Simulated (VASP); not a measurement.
# Cu3Pt in VASP: further runs

The runs below take Cu3Pt through single point, with LDA.

All numbers are computed with VASP 6.6.1; they aren't measurements. Logs are shortened: lines on timing, memory, paths and dates and some standing lists are left out, and cuts for length are marked.

## 1. The cell of the first run

The structure is tetragonal, space group P4/mmm (No. 123). The conventional cell has a = 3.673 Å, b = 3.673 Å, c = 3.710 Å, α = 90.00°, β = 90.00°, γ = 90.00°. Cu (site symmetry mmm) has 8 Cu at 2.60 to 2.61 Å and 4 Pt at 2.61 Å within 3.4 Å. Cu (site symmetry 4/mmm) has 4 Pt at 2.60 Å and 8 Cu at 2.61 Å within 3.4 Å. Within 3.4 Å of Pt (site symmetry 4/mmm) lie 12 Cu at 2.60 to 2.61 Å.

## 2. Single point, LDA (equal xx and yy strain of -1 %)

Input file INCAR:

```
ALGO = Normal
EDIFF = 1E-6
ENCUT = 520
ISIF = 2
ISMEAR = -1
LASPH = T
LCHARG = T
LELF = T
LREAL = F
LVHAR = T
LWAVE = F
NBANDS = 30
NELM = 60
PREC = Accurate
SIGMA = 0.05
```

Input file KPOINTS:

```
k-points
0
Gamma
  9 9 9
```

Input file POSCAR:

```
Cu3Pt
1.0
    3.6729000000      0.0000000000      0.0000000000
    0.0000000000      3.6729000000      0.0000000000
    0.0000000000      0.0000000000      3.7100000000
Cu Pt
3 1
Direct
    0.0000000000      0.5000000000      0.5000000000
    0.5000000000      0.0000000000      0.5000000000
    0.5000000000      0.5000000000      0.0000000000
    0.0000000000      0.0000000000      0.0000000000
```

Potentials or basis: VASP PAW LDA potentials, release 64 (Cu, Pt).

Command:

```
$ cat potpaw_LDA.64/Cu/POTCAR potpaw_LDA.64/Pt/POTCAR > POTCAR
$ mpirun -np 1 vasp_std > vasp.out
```

OUTCAR:

```text
EDIFF = 1E-6
   ENCUT = 520
   ISIF = 2
   ISMEAR = -1
   LASPH = T
   LREAL = F
   NELM = 60
   PREC = Accurate

 ion  position               nearest neighbor table
   1  0.000  0.500  0.500-   2 2.60   2 2.60   2 2.60   2 2.60   4 2.61   3 2.61   4 2.61   4 2.61
                             4 2.61   3 2.61   3 2.61   3 2.61
   2  0.500  0.000  0.500-   1 2.60   1 2.60   1 2.60   1 2.60   4 2.61   3 2.61   3 2.61   3 2.61
                             4 2.61   4 2.61   4 2.61   3 2.61
   3  0.500  0.500  0.000-   4 2.60   4 2.60   4 2.60   4 2.60   2 2.61   2 2.61   2 2.61   2 2.61
                             1 2.61   1 2.61   1 2.61   1 2.61
   4  0.000  0.000  0.000-   3 2.60   3 2.60   3 2.60   3 2.60   2 2.61   1 2.61   2 2.61   1 2.61
                             2 2.61   1 2.61   2 2.61   1 2.61

  LATTYP: Found a simple tetragonal cell.
 ALAT       =     3.6729000000
 C/A-ratio  =     1.0101010101

  Lattice vectors:

 A1 = (   3.6729000000,   0.0000000000,   0.0000000000)
 A2 = (   0.0000000000,   3.6729000000,   0.0000000000)
 A3 = (   0.0000000000,   0.0000000000,   3.7100000000)

Analysis of symmetry for initial positions (statically):
=====================================================================
 Subroutine PRICEL returns:
 Original cell was already a primitive cell.

 Routine SETGRP: Setting up the symmetry group for a
 simple tetragonal supercell.

 Subroutine GETGRP returns: Found 16 space group operations
 (whereof 16 operations were pure point group operations)
 out of a pool of 16 trial point group operations.

The static configuration has the point symmetry D_4h.

Analysis of symmetry for dynamics (positions and initial velocities):
=====================================================================
 Subroutine PRICEL returns:
 Original cell was already a primitive cell.

 Routine SETGRP: Setting up the symmetry group for a
 simple tetragonal supercell.

 Subroutine GETGRP returns: Found 16 space group operations
 (whereof 16 operations were pure point group operations)
 out of a pool of 16 trial point group operations.

The dynamic configuration has the point symmetry D_4h.

 Subroutine INISYM returns: Found 16 space group operations
 (whereof 16 operations are pure point group operations),
 and found     1 'primitive' translations

----------------------------------------------------------------------------------------

                                     Primitive cell

  volume of cell :      50.0486

  direct lattice vectors                    reciprocal lattice vectors
     3.672900000  0.000000000  0.000000000     0.272264423  0.000000000  0.000000000
     0.000000000  3.672900000  0.000000000     0.000000000  0.272264423  0.000000000
     0.000000000  0.000000000  3.710000000     0.000000000  0.000000000  0.269541779

  length of vectors
     3.672900000  3.672900000  3.710000000     0.272264423  0.272264423  0.269541779

  position of ions in fractional coordinates (direct lattice)
     0.000000000  0.500000000  0.500000000
     0.500000000  0.000000000  0.500000000
     0.500000000  0.500000000  0.000000000
     0.000000000  0.000000000  0.000000000

  ion indices of the primitive-cell ions
   primitive index   ion index
                 1           1
                 2           2
                 3           3
                 4           4

----------------------------------------------------------------------------------------

 KPOINTS: k-points

Automatic generation of k-mesh.
 Grid dimensions read from file:
 generate k-points for:    9    9    9

 Generating k-lattice:

  Cartesian coordinates                     Fractional coordinates (reciprocal lattice)
     0.030251603  0.000000000  0.000000000     0.111111111  0.000000000  0.000000000
     0.000000000  0.030251603  0.000000000     0.000000000  0.111111111  0.000000000
     0.000000000  0.000000000  0.029949087     0.000000000  0.000000000  0.111111111

  Length of vectors
     0.030251603  0.030251603  0.029949087

  Shift w.r.t. Gamma in fractional coordinates (k-lattice)
     0.000000000  0.000000000  0.000000000

 Subroutine IBZKPT returns following result:
 ===========================================

 Found     75 irreducible k-points:

 Following reciprocal coordinates:
            Coordinates               Weight
  0.000000  0.000000  0.000000      1.000000
  0.111111  0.000000  0.000000      4.000000
  0.222222  0.000000  0.000000      4.000000
  0.333333  0.000000  0.000000      4.000000
  0.444444  0.000000  0.000000      4.000000
  0.111111  0.111111  0.000000      4.000000
[... 16 lines left out ...]
  0.333333  0.111111  0.111111     16.000000
  0.444444  0.111111  0.111111     16.000000
 [... further k-points ...]
   k-points           NKPTS =     75   k-points in BZ     NKDIM =     75   number of bands    NBANDS=     30
   number of dos      NEDOS =    301   number of ions     NIONS =      4
   total plane-waves  NPLWV =  21952
   dimension x,y,z NGX =    28 NGY =   28 NGZ =   28
   dimension x,y,z NGXF=    56 NGYF=   56 NGZF=   56
   ions per type =               3   1
   NGX,Y,Z   is equivalent  to a cutoff of  12.67, 12.67, 12.55 a.u.
   NGXF,Y,Z  is equivalent  to a cutoff of  25.35, 25.35, 25.09 a.u.
 SYSTEM =  unknown system
   PREC   = accura    normal or accurate (medium, high low for compatibility)
   ISTART =      0    job   : 0-new  1-cont  2-samecut
   ICHARG =      2    charge: 1-file 2-atom 10-const
   ISPIN  =      1    spin polarized calculation?
   LNONCOLLINEAR =      F non collinear calculations
   LSORBIT =      F    spin-orbit coupling
   LASPH  =      T    aspherical Exc in radial PAW
   ENCUT  =  520.0 eV  38.22 Ry    6.18 a.u.   6.83  6.83  6.90*2*pi/ulx,y,z
   NELM   =     60;   NELMIN=  2; NELMDL= -5     # of ELM steps
   EDIFF  = 0.1E-05   stopping-criterion for ELM
   LREAL  =      F    real-space projection
   EDIFFG = 0.1E-04   stopping-criterion for IOM
   NSW    =      0    number of steps for IOM
   IBRION =     -1    ionic relax: 0-MD 1-quasi-New 2-CG
   NFREE  =      0    steps in history (QN), initial steepest desc. (CG)
   ISIF   =      2    stress and relaxation
   ISYM   =      2    0-nonsym 1-usesym 2-fastsym
   POTIM  = 0.5000    time-step for ionic-motion
   TEBEG  =    0.0;   TEEND  =   0.0 temperature during run
   PSTRESS=    0.0 pullay stress
   NELECT =      43.0000    total number of electrons
   NUPDOWN=      -1.0000    fix difference up-down
   EMIN   =  10.00;   EMAX   =-10.00  energy-range for DOS
   EFERMI =   0.00;   METHOD = LEGACY
   ISMEAR =    -1;   SIGMA  =   0.05  broadening in eV -4-tet -1-fermi 0-gaus
   EFERMI_NEDOS =   21; number of points for ismear=-14 and -15
   IALGO  =     38    algorithm
   IMIX   =      4    mixing-type and parameters
     AMIX     =   0.40;   BMIX     =  1.00
     AMIX_MAG =   1.60;   BMIX_MAG =  1.00
  volume/ion in A,a.u.               =      12.51        84.44
  Fermi-wavevector in a.u.,A,eV,Ry     =   1.556325  2.941028 32.955315  2.422147
  Thomas-Fermi vector in A             =   2.660137
   LORBIT       =      0    0 simple, 1 ext, 2 COOP (PROOUT), +10 PAW based schemes
   GGA     = CA    functional components
   LHFCALC =     F    Hartree Fock is set to
   AEXX    =    0.0000 exact exchange contribution
   IVDW    =     0    specifies the selected vdW correction
   LEPSILON=     F    determine dielectric tensor
   LRPA    =     F    only Hartree local field effects (RPA)
 non-spin polarized calculation
  energy-cutoff  :      520.00
  volume of cell :       50.05
 maximum number of plane-waves:      1366
 NGX is ok and might be reduce to    28
   NGX = 13   NGY = 13   NGZ = 13

 number of electron      43.0000094 magnetization

 Free energy of the ion-electron system (eV)
  ---------------------------------------------------
  ext. energy  EPLUGINS =         0.00000000
  ---------------------------------------------------
  free energy    TOTEN  =       -22.09702326 eV

  energy without entropy =      -22.08255599  energy(sigma->0) =      -22.08978962

 E-fermi :   8.2576     XC(G=0): -13.3180

 val. band max:        8.2395392047   @ k =   0.4444   0.1111   0.4444
 cond. band min:       8.2690409031   @ k =   0.2222   0.0000   0.3333
 fundamental gap:      0.0295016984
 Fermi energy:         8.2575959232

 k-point     1 :       0.0000    0.0000    0.0000
  band No.  band energies     occupation
      1      -1.0922      2.00000
      2       2.6948      2.00000
      3       2.6968      2.00000
      4       3.5600      2.00000
      5       3.5600      2.00000
      6       3.5607      2.00000
[... 22 lines left out ...]
     29      19.9691      0.00000
     30      19.9691      0.00000

 k-point     2 :       0.1111    0.0000    0.0000
  band No.  band energies     occupation
      1      -0.9344      2.00000
      2       2.7700      2.00000
      3       2.7710      2.00000
      4       3.6058      2.00000
      5       3.6137      2.00000
      6       3.6169      2.00000
[... 22 lines left out ...]
     29      19.8904      0.00000
     30      19.9627      0.00000

 k-point     3 :       0.2222    0.0000    0.0000
  band No.  band energies     occupation
      1      -0.4728      2.00000
      2       2.9166      2.00000
      3       2.9785      2.00000
      4       3.7356      2.00000
      5       3.7742      2.00000
      6       3.7846      2.00000
[... 22 lines left out ...]
     29      19.6207      0.00000
     30      19.7836      0.00000

 k-point     4 :       0.3333    0.0000    0.0000
  band No.  band energies     occupation
      1       0.2495      2.00000
      2       2.8605      2.00000
      3       3.2518      2.00000
      4       3.9219      2.00000
      5       4.0347      2.00000
      6       4.0568      2.00000
[... 616 lines left out ...]
     29      19.5720      0.00000
     30      20.2908      0.00000

 k-point    23 :       0.3333    0.1111    0.1111
  band No.  band energies     occupation
      1       0.5289      2.00000
      2       3.0266      2.00000
      3       3.3862      2.00000
      4       3.9799      2.00000
      5       4.0125      2.00000
      6       4.1742      2.00000
[... 22 lines left out ...]
     29      20.6672      0.00000
     30      20.7507      0.00000

 k-point    24 :       0.4444    0.1111    0.1111
  band No.  band energies     occupation
      1       1.3643      2.00000
      2       2.5041      2.00000
      3       3.6306      2.00000
      4       4.1470      2.00000
      5       4.1520      2.00000
      6       4.4772      2.00000
[... 22 lines left out ...]
     29      19.8798      0.00000
     30      20.5431      0.00000

 [... further k-points ...]

------------------------ aborting loop because EDIFF is reached ----------------------------------------

  FORCE on cell =-STRESS in cart. coord.  units (eV):
  Direction    XX          YY          ZZ          XY          YZ          ZX
  --------------------------------------------------------------------------------------
  -------------------------------------------------------------------------------------
  Total       -2.4279764     -2.4279764     -2.6423108      0.0000000      0.0000000      0.0000000
  in kB      -77.7253940    -77.7253940    -84.5867561      0.0000000      0.0000000      0.0000000
  external PRESSURE =     -80.0125147 kB  Pullay stress =       0.0000000 kB

 VOLUME and BASIS-vectors are now :
 -----------------------------------------------------------------------------
  energy-cutoff  :      520.00
  volume of cell :       50.05
      direct lattice vectors                 reciprocal lattice vectors
     3.672900000  0.000000000  0.000000000     0.272264423  0.000000000  0.000000000
     0.000000000  3.672900000  0.000000000     0.000000000  0.272264423  0.000000000
     0.000000000  0.000000000  3.710000000     0.000000000  0.000000000  0.269541779

 POSITION                                       TOTAL-FORCE (eV/Angst)
 -----------------------------------------------------------------------------------
      0.00000      1.83645      1.85500         0.000000      0.000000      0.000000
      1.83645      0.00000      1.85500         0.000000      0.000000      0.000000
      1.83645      1.83645      0.00000         0.000000      0.000000      0.000000
      0.00000      0.00000      0.00000         0.000000      0.000000      0.000000
 -----------------------------------------------------------------------------------
    total drift:                                0.000000      0.000000      0.000000

  FREE ENERGIE OF THE ION-ELECTRON SYSTEM (eV)
  ---------------------------------------------------
  free  energy   TOTEN  =       -22.0970232588 eV

  energy  without entropy=      -22.0825559867  energy(sigma->0) =      -22.08978962
```

Run time: 48 s. Hardware: 1 thread of Intel Xeon 6975P-C (Granite Rapids), shared host; peak memory 0.21 GiB.

What came out:

```yaml
Free_energy: -22.0970 eV
Pressure: -8.0 GPa
```

Levels at points of the mesh, in eV from the Fermi level:
| k point | band 17 | band 18 | band 19 | band 20 | band 21 | band 22 | band 23 | band 24 | band 25 | band 26 |
| --- | --- | --- | --- | --- | --- | --- | --- | --- | --- | --- |
| (0.00, 0.00, 0.00) | -0.69 | -0.67 | -0.13 | -0.13 | -0.07 | 1.74 | 1.94 | 1.94 | 7.29 | 8.96 |

Caveat: the cell differs from its parent crystal (equal xx and yy strain of -1 %); spin-orbit coupling is left out, which moves the levels of the heavy elements.

## 3. Single point, LDA (equal xy, yz and zx shear strains of +1 %)

Input file INCAR:

```
SYSTEM = Cu3Pt
ALGO = Normal
EDIFF = 1E-6
ENCUT = 520
ISIF = 2
ISMEAR = -1
LASPH = .TRUE.
LCHARG = .FALSE.
LREAL = .FALSE.
LWAVE = .FALSE.
NBANDS = 30
NELM = 80
PREC = Accurate
SIGMA = 0.05
```

Input file KPOINTS:

```
k-points
0
G
  9 9 9
  0 0 0
```

Input file POSCAR:

```
Cu3Pt
1.0
    3.7100000000      0.0185500000      0.0185500000
    0.0185500000      3.7100000000      0.0185500000
    0.0185500000      0.0185500000      3.7100000000
Cu Pt
3 1
Direct
    0.0000000000      0.5000000000      0.5000000000
    0.5000000000      0.0000000000      0.5000000000
    0.5000000000      0.5000000000      0.0000000000
    0.0000000000      0.0000000000      0.0000000000
```

Potentials or basis: VASP PAW LDA potentials, release 64 (Cu, Pt).

Command:

```
$ cat potpaw_LDA.64/Cu/POTCAR potpaw_LDA.64/Pt/POTCAR > POTCAR
$ mpirun -np 1 vasp_std > vasp.out
```

Wall time 48 s (1 thread of Intel Xeon 6975P-C (Granite Rapids), shared host); peak memory 0.22 GiB.

It converged, with:

```yaml
Free_energy: -22.0337 eV
Pressure: -11.2 GPa
```

Stress tensor (GPa, compression positive):
```
-11.23  -0.71  -0.71
 -0.71 -11.23  -0.71
 -0.71  -0.71 -11.23
```

Levels at points of the mesh, in eV from the Fermi level:
```csv
k point,band 19,band 20,band 21,band 22,band 23,band 24
"(0.00, 0.00, 0.00)",-0.12,-0.12,-0.11,1.88,1.91,1.91
```

Caveat: the cell differs from its parent crystal (equal xy, yz and zx shear strains of +1 %); spin-orbit coupling is left out, which moves the levels of the heavy elements.

[end of part 1 of 2]
